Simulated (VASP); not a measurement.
# PrBe3Si (Pm-3m) in VASP: notebook

The runs below take PrBe3Si through single point, with PBE.

Program: VASP 6.6.1. These are calculated values, not measurements. Logs are shortened: lines on timing, memory, paths and dates and some standing lists are left out, and cuts for length are marked.

## Step 1: The cell of the first run

It takes space group Pm-3m (No. 221, cubic). Conventional cell: a = 4.323 Å, b = 4.323 Å, c = 4.323 Å, α = 90.00°, β = 90.00°, γ = 90.00°. Within 4.0 Å of Pr (site symmetry m-3m) lie 12 Be at 3.06 Å and 8 Si at 3.74 Å. Be (site symmetry 4/mmm) has 2 Si at 2.16 Å within 2.9 Å. Si (site symmetry m-3m) has 6 Be at 2.16 Å within 2.9 Å.

## Step 2: Single point, PBE

Input file INCAR:

```
PREC     = Accurate       # precision mode
ENCUT    = 600            # plane-wave cutoff, eV
EDIFF    = 1E-6           # SCF threshold, eV
ISMEAR   = 0              # smearing method
SIGMA    = 0.2            # smearing width, eV
LREAL    = F              # projectors in reciprocal space
LASPH    = T              # aspherical terms in the spheres
NELM     = 200            # most SCF steps
ALGO     = Normal         # electronic algorithm
ISIF     = 2              # what is computed and relaxed
LWAVE    = F              # write WAVECAR
LCHARG   = F              # write CHGCAR
GGA      = PE             # functional
NBANDS   = 20             # bands
GGA_COMPAT= F            
LMAXMIX  = 6              # l up to which the mixer works
```

Input file KPOINTS:

```
regular mesh
0
Gamma
  4 4 4
```

Input file POSCAR:

```
PrBe3Si
1.0
    4.3225936033      0.0000000000      0.0000000000
    0.0000000000      4.3225936033      0.0000000000
    0.0000000000      0.0000000000      4.3225936033
Pr Be Si
1 3 1
Direct
    0.0000000000      0.0000000000      0.0000000000
    0.5000000000      0.5000000000      0.0000000000
    0.0000000000      0.5000000000      0.5000000000
    0.5000000000      0.0000000000      0.5000000000
    0.5000000000      0.5000000000      0.5000000000
```

Potentials or basis: VASP PAW PBE potentials, release 64 (Pr, Be, Si).

Launch:

```console
$ cat potpaw_PBE.64/Pr/POTCAR potpaw_PBE.64/Be/POTCAR potpaw_PBE.64/Si/POTCAR > POTCAR
$ mpirun -np 1 vasp_std > vasp.out
```

OUTCAR:

```text
PREC = Accurate
   ENCUT = 600
   EDIFF = 1E-6
   ISMEAR = 0
   LREAL = F
   LASPH = T
   NELM = 200
   ISIF = 2
   GGA = PE

 ion  position               nearest neighbor table
   1  0.000  0.000  0.000-
   2  0.500  0.500  0.000-   5 2.16   5 2.16
   3  0.000  0.500  0.500-   5 2.16   5 2.16
   4  0.500  0.000  0.500-   5 2.16   5 2.16
   5  0.500  0.500  0.500-   2 2.16   3 2.16   4 2.16   2 2.16   4 2.16   3 2.16

  LATTYP: Found a simple cubic cell.
 ALAT       =     4.3225936033

  Lattice vectors:

 A1 = (   4.3225936033,   0.0000000000,   0.0000000000)
 A2 = (   0.0000000000,   4.3225936033,   0.0000000000)
 A3 = (   0.0000000000,   0.0000000000,   4.3225936033)

Analysis of symmetry for initial positions (statically):
=====================================================================
 Subroutine PRICEL returns:
 Original cell was already a primitive cell.

 Routine SETGRP: Setting up the symmetry group for a
 simple cubic supercell.

 Subroutine GETGRP returns: Found 48 space group operations
 (whereof 48 operations were pure point group operations)
 out of a pool of 48 trial point group operations.

The static configuration has the point symmetry O_h .

Analysis of symmetry for dynamics (positions and initial velocities):
=====================================================================
 Subroutine PRICEL returns:
 Original cell was already a primitive cell.

 Routine SETGRP: Setting up the symmetry group for a
 simple cubic supercell.

 Subroutine GETGRP returns: Found 48 space group operations
 (whereof 48 operations were pure point group operations)
 out of a pool of 48 trial point group operations.

The dynamic configuration has the point symmetry O_h .

 Subroutine INISYM returns: Found 48 space group operations
 (whereof 48 operations are pure point group operations),
 and found     1 'primitive' translations

----------------------------------------------------------------------------------------

                                     Primitive cell

  volume of cell :      80.7669

  direct lattice vectors                    reciprocal lattice vectors
     4.322593603  0.000000000  0.000000000     0.231342590  0.000000000  0.000000000
     0.000000000  4.322593603  0.000000000     0.000000000  0.231342590  0.000000000
     0.000000000  0.000000000  4.322593603     0.000000000  0.000000000  0.231342590

  length of vectors
     4.322593603  4.322593603  4.322593603     0.231342590  0.231342590  0.231342590

  position of ions in fractional coordinates (direct lattice)
     0.000000000  0.000000000  0.000000000
     0.500000000  0.500000000  0.000000000
     0.000000000  0.500000000  0.500000000
     0.500000000  0.000000000  0.500000000
     0.500000000  0.500000000  0.500000000

  ion indices of the primitive-cell ions
   primitive index   ion index
                 1           1
                 2           2
                 3           3
                 4           4
                 5           5

----------------------------------------------------------------------------------------

 KPOINTS: regular mesh

Automatic generation of k-mesh.
 Grid dimensions read from file:
 generate k-points for:    4    4    4

 Generating k-lattice:

  Cartesian coordinates                     Fractional coordinates (reciprocal lattice)
     0.057835648  0.000000000  0.000000000     0.250000000  0.000000000  0.000000000
     0.000000000  0.057835648  0.000000000     0.000000000  0.250000000  0.000000000
     0.000000000  0.000000000  0.057835648     0.000000000  0.000000000  0.250000000

  Length of vectors
     0.057835648  0.057835648  0.057835648

  Shift w.r.t. Gamma in fractional coordinates (k-lattice)
     0.000000000  0.000000000  0.000000000

 Subroutine IBZKPT returns following result:
 ===========================================

 Found     10 irreducible k-points:

 Following reciprocal coordinates:
            Coordinates               Weight
  0.000000  0.000000  0.000000      1.000000
  0.250000  0.000000  0.000000      6.000000
  0.500000  0.000000  0.000000      3.000000
  0.250000  0.250000  0.000000     12.000000
  0.500000  0.250000  0.000000     12.000000
  0.500000  0.500000  0.000000      3.000000
  0.250000  0.250000  0.250000      8.000000
  0.500000  0.250000  0.250000     12.000000
  0.500000  0.500000  0.250000      6.000000
  0.500000  0.500000  0.500000      1.000000
   k-points           NKPTS =     10   k-points in BZ     NKDIM =     10   number of bands    NBANDS=     20
   number of dos      NEDOS =    301   number of ions     NIONS =      5
   total plane-waves  NPLWV =  46656
   dimension x,y,z NGX =    36 NGY =   36 NGZ =   36
   dimension x,y,z NGXF=    72 NGYF=   72 NGZF=   72
   ions per type =               1   3   1
   NGX,Y,Z   is equivalent  to a cutoff of  13.85, 13.85, 13.85 a.u.
   NGXF,Y,Z  is equivalent  to a cutoff of  27.69, 27.69, 27.69 a.u.
 SYSTEM =  unknown system
   PREC   = accura    normal or accurate (medium, high low for compatibility)
   ISTART =      0    job   : 0-new  1-cont  2-samecut
   ICHARG =      2    charge: 1-file 2-atom 10-const
   ISPIN  =      1    spin polarized calculation?
   LNONCOLLINEAR =      F non collinear calculations
   LSORBIT =      F    spin-orbit coupling
   LASPH  =      T    aspherical Exc in radial PAW
   ENCUT  =  600.0 eV  44.10 Ry    6.64 a.u.   8.63  8.63  8.63*2*pi/ulx,y,z
   NELM   =    200;   NELMIN=  2; NELMDL= -5     # of ELM steps
   EDIFF  = 0.1E-05   stopping-criterion for ELM
   LREAL  =      F    real-space projection
   EDIFFG = 0.1E-04   stopping-criterion for IOM
   NSW    =      0    number of steps for IOM
   IBRION =     -1    ionic relax: 0-MD 1-quasi-New 2-CG
   NFREE  =      0    steps in history (QN), initial steepest desc. (CG)
   ISIF   =      2    stress and relaxation
   ISYM   =      2    0-nonsym 1-usesym 2-fastsym
   POTIM  = 0.5000    time-step for ionic-motion
   TEBEG  =    0.0;   TEEND  =   0.0 temperature during run
   PSTRESS=    0.0 pullay stress
   NELECT =      23.0000    total number of electrons
   NUPDOWN=      -1.0000    fix difference up-down
   EMIN   =  10.00;   EMAX   =-10.00  energy-range for DOS
   EFERMI =   0.00;   METHOD = LEGACY
   ISMEAR =     0;   SIGMA  =   0.20  broadening in eV -4-tet -1-fermi 0-gaus
   EFERMI_NEDOS =   21; number of points for ismear=-14 and -15
   IALGO  =     38    algorithm
   IMIX   =      4    mixing-type and parameters
     AMIX     =   0.40;   BMIX     =  1.00
     AMIX_MAG =   1.60;   BMIX_MAG =  1.00
  volume/ion in A,a.u.               =      16.15       109.01
  Fermi-wavevector in a.u.,A,eV,Ry     =   1.077060  2.035347 15.783537  1.160057
  Thomas-Fermi vector in A             =   2.212961
   LORBIT       =      0    0 simple, 1 ext, 2 COOP (PROOUT), +10 PAW based schemes
   GGA     = PE    functional components
   LHFCALC =     F    Hartree Fock is set to
   AEXX    =    0.0000 exact exchange contribution
   IVDW    =     0    specifies the selected vdW correction
   LEPSILON=     F    determine dielectric tensor
   LRPA    =     F    only Hartree local field effects (RPA)
 non-spin polarized calculation
 Gauss-broadening in eV      SIGMA  =   0.20
  energy-cutoff  :      600.00
  volume of cell :       80.77
 maximum number of plane-waves:      2730
 NGX is ok and might be reduce to    36
   NGX = 17   NGY = 17   NGZ = 17

 number of electron      23.0000001 magnetization

 Free energy of the ion-electron system (eV)
  ---------------------------------------------------
  ext. energy  EPLUGINS =         0.00000000
  ---------------------------------------------------
  free energy    TOTEN  =       -19.90763904 eV

  energy without entropy =      -19.63754320  energy(sigma->0) =      -19.77259112

 E-fermi :   5.9430     XC(G=0): -10.0645

 val. band max:        5.9127929262   @ k =   0.5000   0.0000   0.0000
 cond. band min:       5.9431074094   @ k =   0.2500   0.0000   0.0000
 fundamental gap:      0.0303144832
 Fermi energy:         5.9429939894

 k-point     1 :       0.0000    0.0000    0.0000
  band No.  band energies     occupation
      1     -29.6405      2.00000
      2     -11.6319      2.00000
      3     -11.6319      2.00000
      4     -11.6319      2.00000
      5      -4.1828      2.00000
      6       2.3452      2.00000
[... 12 lines left out ...]
     19       8.5471      0.00000
     20       8.5471      0.00000

 k-point     2 :       0.2500    0.0000    0.0000
  band No.  band energies     occupation
      1     -29.6368      2.00000
      2     -11.7358      2.00000
      3     -11.6197      2.00000
      4     -11.6197      2.00000
      5      -3.8583      2.00000
      6       0.8819      2.00000
[... 12 lines left out ...]
     19       7.8252      0.00000
     20       7.8252      0.00000

 k-point     3 :       0.5000    0.0000    0.0000
  band No.  band energies     occupation
      1     -29.6332      2.00000
      2     -11.8358      2.00000
      3     -11.6073      2.00000
      4     -11.6073      2.00000
      5      -3.4457      2.00000
      6      -0.1418      2.00000
[... 12 lines left out ...]
     19       7.9951      0.00000
     20       8.0462      0.00000

 k-point     4 :       0.2500    0.2500    0.0000
  band No.  band energies     occupation
      1     -29.6332      2.00000
      2     -11.7245      2.00000
      3     -11.7147      2.00000
      4     -11.6081      2.00000
      5      -3.6604      2.00000
      6       0.8943      2.00000
[... 12 lines left out ...]
     19       6.8437      0.00000
     20       8.0973      0.00000

 k-point     5 :       0.5000    0.2500    0.0000
  band No.  band energies     occupation
      1     -29.6295      2.00000
      2     -11.8161      2.00000
      3     -11.7033      2.00000
      4     -11.5965      2.00000
      5      -3.4391      2.00000
      6       0.3831      2.00000
[... 12 lines left out ...]
     19       6.9548      0.00000
     20       7.7189      0.00000

 k-point     6 :       0.5000    0.5000    0.0000
  band No.  band energies     occupation
      1     -29.6258      2.00000
      2     -11.7962      2.00000
      3     -11.7962      2.00000
      4     -11.5856      2.00000
      5      -3.4341      2.00000
      6       1.2130      2.00000
[... 12 lines left out ...]
     19       6.4388      0.00046
     20       9.5885      0.00000

 k-point     7 :       0.2500    0.2500    0.2500
  band No.  band energies     occupation
      1     -29.6295      2.00000
      2     -11.7124      2.00000
      3     -11.7017      2.00000
      4     -11.7017      2.00000
      5      -3.5136      2.00000
      6       1.2569      2.00000
[... 12 lines left out ...]
     19       7.5229      0.00000
     20       7.5229      0.00000

 k-point     8 :       0.5000    0.2500    0.2500
  band No.  band energies     occupation
      1     -29.6258      2.00000
      2     -11.7993      2.00000
      3     -11.6931      2.00000
      4     -11.6886      2.00000
      5      -3.3511      2.00000
      6       0.7217      2.00000
[... 12 lines left out ...]
     19       7.9710      0.00000
     20       8.3159      0.00000

 k-point     9 :       0.5000    0.5000    0.2500
  band No.  band energies     occupation
      1     -29.6222      2.00000
      2     -11.7824      2.00000
      3     -11.7824      2.00000
      4     -11.6784      2.00000
      5      -3.2551      2.00000
      6       1.1002      2.00000
[... 12 lines left out ...]
     19       7.7629      0.00000
     20      10.0054      0.00000

 k-point    10 :       0.5000    0.5000    0.5000
  band No.  band energies     occupation
      1     -29.6185      2.00000
      2     -11.7685      2.00000
      3     -11.7685      2.00000
      4     -11.7685      2.00000
      5      -3.0393      2.00000
      6       0.9813      2.00000
[... 12 lines left out ...]
     19      10.0859      0.00000
     20      10.0859      0.00000

------------------------ aborting loop because EDIFF is reached ----------------------------------------

  FORCE on cell =-STRESS in cart. coord.  units (eV):
  Direction    XX          YY          ZZ          XY          YZ          ZX
  --------------------------------------------------------------------------------------
  -------------------------------------------------------------------------------------
  Total       -2.0096747     -2.0096747     -2.0096747      0.0000000      0.0000000     -0.0000000
  in kB      -39.8660437    -39.8660437    -39.8660437      0.0000000      0.0000000     -0.0000000
  external PRESSURE =     -39.8660437 kB  Pullay stress =       0.0000000 kB

 VOLUME and BASIS-vectors are now :
 -----------------------------------------------------------------------------
  energy-cutoff  :      600.00
  volume of cell :       80.77
      direct lattice vectors                 reciprocal lattice vectors
     4.322593603  0.000000000  0.000000000     0.231342590  0.000000000  0.000000000
     0.000000000  4.322593603  0.000000000     0.000000000  0.231342590  0.000000000
     0.000000000  0.000000000  4.322593603     0.000000000  0.000000000  0.231342590

 POSITION                                       TOTAL-FORCE (eV/Angst)
 -----------------------------------------------------------------------------------
      0.00000      0.00000      0.00000         0.000000      0.000000      0.000000
      2.16130      2.16130      0.00000         0.000000      0.000000      0.000000
      0.00000      2.16130      2.16130         0.000000      0.000000      0.000000
      2.16130      0.00000      2.16130         0.000000      0.000000      0.000000
      2.16130      2.16130      2.16130         0.000000      0.000000      0.000000
 -----------------------------------------------------------------------------------
    total drift:                                0.000000      0.000000     -0.000000

  FREE ENERGIE OF THE ION-ELECTRON SYSTEM (eV)
  ---------------------------------------------------
  free  energy   TOTEN  =       -19.9076390434 eV

  energy  without entropy=      -19.6375432050  energy(sigma->0) =      -19.77259112
```

Wall time 64 s (1 thread of Intel Xeon 8259CL, shared host); peak memory 0.22 GiB.

Results:

```yaml
Free_energy: -19.9076 eV
Pressure: -4.0 GPa
```

Caveat: the k points lie up to 0.36 Å⁻¹ apart; spin-orbit coupling is left out, which moves the levels of the heavy elements; without U or exact exchange the open f shell lies at the Fermi level, which spoils levels, moments and volumes.

[end of part 1 of 2]
